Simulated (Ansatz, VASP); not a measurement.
# HfN: VASP beside Ansatz

The input INCAR:

```
  PREC = Accurate
  ENCUT = 600
  EDIFF = 1E-6
  ISMEAR = 0
  SIGMA = 0.016
  LREAL = F
  LASPH = T
  NELM = 120
  ALGO = Normal
  ISIF = 2
  LWAVE = F
  LCHARG = F
  GGA = PE
  NBANDS = 14
  GGA_COMPAT = F
```

File KPOINTS:

```
regular mesh
0
Gamma
  10 10 10
```

POSCAR

```
HfN
1.0
    0.0000000000      2.2560000000      2.2560000000
    2.2560000000      0.0000000000      2.2560000000
    2.2560000000      2.2560000000      0.0000000000
Hf N
1 1
Direct
    0.0000000000      0.0000000000      0.0000000000
    0.5000000000      0.5000000000      0.5000000000
```

input.yaml

```yaml
crystal:
  lattice:
    - [0.0, 2.256, 2.256]
    - [2.256, 0.0, 2.256]
    - [2.256, 2.256, 0.0]
  atoms:
    - { symbol: Hf, position: [0.0, 0.0, 0.0] }
    - { symbol: "N", position: [0.5, 0.5, 0.5] }
hamiltonian:
  xc: pbe
  pseudopotentials: { kind: paw }
kpoints:
  mp_grid: { grid: [10, 10, 10] }
scf:
  occupations: { method: gaussian, width: 0.016 }
output:
  forces: true
  stress: true
  eigenvalues: true
```

Alike in both runs: task single point; functional PBE; k mesh 10 × 10 × 10; occupations gaussian, width 0.016 eV; no spin polarisation.

```csv
,VASP,Ansatz
version,VASP 6.6.1,Ansatz 0.2.0
potentials or method,"VASP PAW PBE potentials, release 64 (Hf_pv, N)",Ansatz PAW
plane-wave cutoff (eV),600,420
valence electrons in the cell,15,31
```

VASP gave:

| Property | Result |
| --- | --- |
| gap on the k mesh at the Fermi level (eV) | none |
| pressure (GPa) | 4.1 |

Task: What did Ansatz give for the same quantities?

Result: gap on the k mesh at the Fermi level (eV): none; pressure (GPa): 6.6.

A gap of «none» marks a metal or a gap that the smearing closes. With one functional, cell and mesh, what is left measures potentials, basis and numerics. VASP's potentials hold 15 valence electrons a cell and Ansatz's 31, so a difference there can come from the potentials and not from the codes.

Spin-orbit coupling is off throughout.
